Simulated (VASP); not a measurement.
Wanted: the native input for a VASP 6.6.1 run.

| Item | Value |
| --- | --- |
| Task | single point |
| Functional | PBE0 |
| Potentials or basis | VASP PAW PBE potentials, release 64 (Mg, F) |
| Cutoff | 520 eV |
| k mesh | 4 × 4 × 6 |
| Occupations | gaussian, width 0.01 eV |
| Spin | no spin polarisation |
| Dipole correction | no |
| Grid for exact exchange (PRECFOCK) | Normal |
| Further INCAR settings | ALGO = Normal; EDIFF = 1e-06; NBANDS = 25 |
| Share of exact exchange | 0.25 |

Crystal: MgF2.

```
Mg F
1.0
     4.62202    0.00000    0.00000
     0.00000    4.62202    0.00000
     0.00000    0.00000    3.04611
Mg F
2 4
Direct
  0.00000 0.00000 0.00000
  0.50000 0.50000 0.50000
  0.30295 0.30295 0.00000
  0.19705 0.80295 0.50000
  0.80295 0.19705 0.50000
  0.69705 0.69705 0.00000
```

The input as run:

POSCAR

```
MgF2
1.0
    4.6220159946      0.0000000000      0.0000000000
    0.0000000000      4.6220159946      0.0000000000
    0.0000000000      0.0000000000      3.0461117595
Mg F
2 4
Direct
    0.0000000000      0.0000000000      0.0000000000
    0.5000000000      0.5000000000      0.5000000000
    0.3029505751      0.3029505751      0.0000000000
    0.1970494249      0.8029505751      0.5000000000
    0.8029505751      0.1970494249      0.5000000000
    0.6970494249      0.6970494249      0.0000000000
```

INCAR.step1

```
SYSTEM = MgF2
  PREC = Accurate
  ENCUT = 520
  EDIFF = 1E-5
  ISMEAR = 0
  SIGMA = 0.01
  LREAL = .FALSE.
  LASPH = .TRUE.
  NELM = 120
  ALGO = Normal
  ISIF = 2
  LWAVE = .TRUE.
  LCHARG = .FALSE.
  GGA = PE
  NBANDS = 25
  GGA_COMPAT = .FALSE.
  KPAR = 4
```

INCAR.step2

```
SYSTEM = MgF2
  PREC = Accurate
  ENCUT = 520
  EDIFF = 1E-6
  ISMEAR = 0
  SIGMA = 0.01
  LREAL = .FALSE.
  LASPH = .TRUE.
  NELM = 120
  ALGO = Normal
  ISIF = 2
  LWAVE = .FALSE.
  LCHARG = .FALSE.
  GGA = PE
  LHFCALC = .TRUE.
  AEXX = 0.25
  PRECFOCK = Normal
  ISTART = 1
  NBANDS = 25
  GGA_COMPAT = .FALSE.
  KPAR = 4
```

KPOINTS

```
regular mesh
0
G
  4 4 6
  0 0 0
```

Potentials or basis: VASP PAW PBE potentials, release 64 (Mg, F).

Command:

```console
$ cat potpaw_PBE.64/Mg/POTCAR potpaw_PBE.64/F/POTCAR > POTCAR
$ cp INCAR.step1 INCAR
$ mpirun -np 4 vasp_std > vasp.out
$ cp INCAR.step2 INCAR
$ mpirun -np 4 vasp_std > vasp.out
```

Results of the run:

* Pressure: 0.6 GPa
* Largest force: 0.017 eV/Å
* Band gap on the k mesh: 10.18 eV

Caveat: the PAW data sets were made with another functional, which shifts forces and pressure a little.

It took 45 min on 4 MPI ranks on AMD EPYC 7R43 64-Core Processor (Zen 3), with other jobs on the host, peak memory 0.18 GiB a rank.
